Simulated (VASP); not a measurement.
The system is Zn5CdTe6.

```
Zn Cd Te
1.0
     4.36268   -0.08568   -0.05596
    -0.08568    4.35985    0.00263
    -0.23843    0.01123   18.92871
Zn Cd Te
5 1 6
Direct
  0.52180 0.50228 0.16829
  0.98793 0.06670 0.34653
  0.54206 0.45943 0.50034
  0.03208 0.00698 0.65791
  0.47582 0.51923 0.84022
  0.01015 0.03293 0.99440
  0.47846 0.04193 0.25713
  0.95068 0.45135 0.41100
  0.47818 0.00445 0.56486
  0.02280 0.47226 0.75114
  0.49920 0.96890 0.91359
  0.00084 0.47356 0.09459
```

| Quantity | Value |
| --- | --- |
| Program | VASP 6.6.1 |
| Task | relaxation of cell and atoms |
| Functional | PBE |
| Potentials or basis | VASP PAW PBE potentials, release 64 (Zn, Cd, Te) |
| Cutoff | 600 eV |
| k mesh | 4 × 4 × 1 |
| Occupations | gaussian, width 0.1 eV |
| Spin | no spin polarisation |

At the start: pressure 4.7 GPa; volume 29.99 Å³/atom.

Q: How do energy, volume and symmetry change on relaxing?

A: Over 22 steps the energy falls by 281.5 meV/atom and the volume is 30.67 Å³/atom (+2.3 %); space group P1 (No. 1, to 0.1 Å) before, C2 (No. 5, to 0.1 Å).

The path:
| step | energy change (eV) | largest force (eV/Å) | pressure (GPa) | volume (Å³) |
| --- | --- | --- | --- | --- |
| 1 | 0.0000 | 8.4412 | 4.70 | 359.84 |
| 2 | -2.0002 | 1.9984 | -2.26 | 407.03 |
| 3 | -2.2624 | 1.7137 | -0.82 | 386.33 |
| 4 | -2.2653 | 1.7669 | -1.08 | 388.99 |
| 5 | -2.7791 | 0.9482 | -0.89 | 381.29 |
| 6 | -3.0643 | 0.8487 | 0.13 | 369.53 |
| 7 | -3.2669 | 0.4806 | 0.16 | 367.35 |
| 8 | -3.2933 | 0.4643 | 0.28 | 366.19 |
| 9 | -3.3399 | 0.1941 | -0.19 | 369.82 |
| 10 | -3.3467 | 0.1378 | -0.42 | 371.86 |
| 11 | -3.3570 | 0.1096 | 0.16 | 366.67 |
| 12 | -3.3572 | 0.1110 | 0.09 | 367.25 |
| 13 | -3.3614 | 0.0797 | 0.05 | 367.46 |
| 14 | -3.3662 | 0.1397 | -0.01 | 368.04 |
| 15 | -3.3696 | 0.1106 | -0.03 | 368.11 |
| 16 | -3.3733 | 0.0662 | -0.05 | 368.24 |
| 17 | -3.3734 | 0.0678 | -0.05 | 368.28 |
| 18 | -3.3762 | 0.0500 | 0.03 | 367.63 |
| 19 | -3.3764 | 0.0551 | 0.06 | 367.37 |
| 20 | -3.3772 | 0.0279 | -0.02 | 368.11 |
| 21 | -3.3773 | 0.0276 | -0.08 | 368.55 |
| 22 | -3.3778 | 0.0226 | -0.01 | 368.09 |

Final structure:
```
CELL_PARAMETERS angstrom
4.43800 -0.00033 -0.00035
-0.00009 4.43831 0.00163
-0.00706 0.00776 18.68752
ATOMIC_POSITIONS crystal
Zn 0.50031 0.50715 0.17541
Zn 0.99720 0.00389 0.33798
Zn 0.49898 0.49638 0.50019
Zn 0.00054 0.99370 0.66220
Zn 0.50099 0.49440 0.82434
Cd 0.00226 0.00530 0.99981
Te 0.49786 0.00608 0.25687
Te 0.99823 0.50193 0.41921
Te 0.50072 0.99624 0.58125
Te 0.00053 0.49418 0.74320
Te 0.50212 0.99565 0.90492
Te 0.00026 0.50510 0.09463
```
